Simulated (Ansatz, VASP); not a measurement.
# Mn in VASP and in Ansatz

```
CELL_PARAMETERS angstrom
-1.48950 1.48950 1.48950
1.48950 -1.48950 1.48950
1.48950 1.48950 -1.48950
ATOMIC_POSITIONS crystal
Mn 0.00000 0.00000 0.00000
```

Alike in both runs: task single point; functional PBE; k mesh 8 × 8 × 8; collinear spin.

|  | VASP | Ansatz |
| --- | --- | --- |
| version | VASP 6.6.1 | Ansatz 0.2 development build |
| potentials or method | VASP PAW PBE potentials, release 64 (Mn_pv) | PAW hard, scalar-relativistic |
| plane-wave cutoff (eV) | 500 | 720 |
| occupations | fermi-dirac, width 0.1 eV | fermi-dirac |

VASP gave:

```
net moment per atom (μB)                                      : 1.11
size of the moment on the site where the two differ most (μB) : 1.14
```

Q: Estimate Ansatz's values.

A: net moment per atom (μB): 1.09; size of the moment on the site where the two differ most (μB): 1.12.

Site moments also hang on the region over which each program counts them. Ansatz's warnings: negative dielectric reading.

The k mesh is coarse, so the values compare programs but aren't converged.
